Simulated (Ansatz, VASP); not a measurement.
## One calculation of Pb, two programs

POSCAR

```
Pb
1.0
    0.0000000000      2.5467828656      2.5467828656
    2.5467828656      0.0000000000      2.5467828656
    2.5467828656      2.5467828656      0.0000000000
Pb
1
Direct
    0.0000000000      0.0000000000      0.0000000000
```

Contents of INCAR.step1:

```
SYSTEM = Pb
PREC = Accurate
ENCUT = 520
ISMEAR = 0
SIGMA = 0.1
LREAL = .FALSE.
LASPH = .TRUE.
NELM = 100
NBANDS = 13
GGA = PE
ALGO = Normal
EDIFF = 1E-4
LWAVE = .TRUE.
LCHARG = .FALSE.
```

The input INCAR.step2:

```
SYSTEM = Pb
PREC = Accurate
ENCUT = 520
EDIFF = 1E-7
ISMEAR = 0
SIGMA = 0.1
LREAL = .FALSE.
LASPH = .TRUE.
NELM = 100
ALGO = Normal
ISIF = 2
LWAVE = .FALSE.
LCHARG = .FALSE.
METAGGA = R2SCAN
LMIXTAU = .TRUE.
NBANDS = 13
ISTART = 1
```

Contents of KPOINTS:

```
Automatic mesh
0
G
  14 14 14
  0 0 0
```

Input for Ansatz:

```yaml
crystal:
  lattice:
    - [0.0, 2.5467828652, 2.5467828652]
    - [2.5467828652, 0.0, 2.5467828652]
    - [2.5467828652, 2.5467828652, 0.0]
  atoms:
    - { symbol: Pb, position: [0.0, 0.0, 0.0] }
basis:
  ecutwfc: 500
kpoints:
  mp_grid: { grid: [14, 14, 14] }
hamiltonian:
  xc: r2scan
scf:
  occupations: { method: gaussian, width: 0.1 }
output:
  forces: true
  stress: true
  eigenvalues: true
```

Alike in both runs: task single point; functional r2SCAN; k mesh 14 × 14 × 14; occupations gaussian, width 0.1 eV; no spin polarisation.

|  | VASP | Ansatz |
| --- | --- | --- |
| version | VASP 6.6.1 | Ansatz 0.2.0 |
| potentials or method | VASP PAW PBE potentials, release 64 (Pb_d), cutoff 520 eV | scalar-relativistic, plane waves, PAW |
| valence electrons in the cell | 14 | 14 |

```csv
,VASP,Ansatz,Ansatz less VASP
gap on the k mesh at the Fermi level (eV),none,none,-
pressure (GPa),-2.2,-2.2,+0.02
```

VASP's potentials were made for PBE, not for r2SCAN. A gap of «none» marks a metal or a gap that the smearing closes. With one functional, cell and mesh, what is left measures potentials, basis and numerics.

Neither program's run includes spin-orbit coupling.
